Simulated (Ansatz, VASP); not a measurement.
## InSb: VASP beside Ansatz

```
CELL_PARAMETERS angstrom
5.92042 0.00000 0.00000
0.00000 5.93800 0.00000
0.00000 0.00000 3.22250
ATOMIC_POSITIONS crystal
In 0.00000 0.00000 0.00881
In 0.50000 0.50000 0.99120
Sb 0.00000 0.50000 0.27700
Sb 0.50000 0.00000 0.72300
```

Alike in both runs: task single point; functional PBE; k mesh 4 × 4 × 6; occupations gaussian, width 0.1 eV; no spin polarisation.

```csv
,VASP,Ansatz
version,VASP 6.6.1,Ansatz 0.2.0
potentials or method,"VASP PAW PBE potentials, release 64 (In_d, Sb), cutoff 520 eV","scalar-relativistic, plane waves, PAW"
valence electrons in the cell,36,56
```

Ansatz gave:

| Property | Result |
| --- | --- |
| gap on the k mesh at the Fermi level (eV) | none |
| pressure (GPa) | 0.4 |
| traceless stress, the component that is largest in VASP (GPa) | -2.98 |
| rms of the force components (eV/Å) | 0.005 |

Question: What did VASP give for the same quantities?

Answer: gap on the k mesh at the Fermi level (eV): none; pressure (GPa): 0.3; traceless stress, the component that is largest in VASP (GPa): -3.01; rms of the force components (eV/Å): 0.005.

Atom by atom the forces differ by 0.000 eV/Å (rms over components). A gap of «none» marks a metal or a gap that the smearing closes. The functional is the same, so the differences come from potentials, cutoffs and numerics. VASP's potentials hold 36 valence electrons a cell and Ansatz's 56, so a difference there can come from the potentials and not from the codes.

Neither program's run includes spin-orbit coupling.
